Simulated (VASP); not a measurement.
## Sr: single point with PBE+D3(BJ)

The system is Sr.

```
Sr
1.0
    10.98763    0.00000    0.00000
    -5.49381    9.51557    0.00000
     0.00000    0.00000    4.75270
Sr
1
Direct
  0.00000 0.00000 0.00000
```

This cell differs from its parent crystal: strain +0.0750 x Voigt [0, 0, 1, 0, 0, 0].

```
Program                : VASP 6.6.1
Task                   : single point
Functional             : PBE
Dispersion             : D3(BJ)
Potentials or basis    : VASP PAW PBE potentials, release 64 (Sr_sv)
Cutoff                 : 520 eV
k mesh                 : 6 × 6 × 8
Occupations            : gaussian, width 0.03 eV
Spin                   : no spin polarisation
Dipole correction      : no
Further INCAR settings : ALGO = Normal; EDIFF = 1e-07; NBANDS = 11
```

```
Pressure                   : 0.0 GPa
Band gap on the k mesh     : 0.46 eV (least direct gap 0.48 eV)
Dispersion energy per atom : -0.103 eV
```

Levels at points of the mesh, in eV from the valence-band top:
```
           k point  band 1  band 2  band 3  band 4  band 5  band 6  band 7  band 8  band 9  band 10
(0.00, 0.00, 0.00)  -38.14  -20.10  -20.10  -19.99   -1.68    0.86    0.91    0.91    1.20     1.20
(0.50, 0.00, 0.00)  -38.14  -20.10  -20.10  -19.99   -1.67    0.71    0.86    0.92    1.19     1.25
(0.00, 0.00, 0.50)  -38.14  -20.10  -20.10  -20.02   -0.02    0.46    0.84    0.84    1.58     1.58
(0.50, 0.00, 0.50)  -38.14  -20.10  -20.10  -20.02    0.00    0.48    0.82    0.83    1.58     1.60
```

Run time: 98 s on 1 thread of Intel(R) Xeon(R) 6975P-C (Granite Rapids), with other jobs on the host, peak memory 0.66 GiB.

Caveat: the cell differs from its parent crystal (strain +0.0750 x Voigt [0, 0, 1, 0, 0, 0]). A k mesh can miss the band edges.
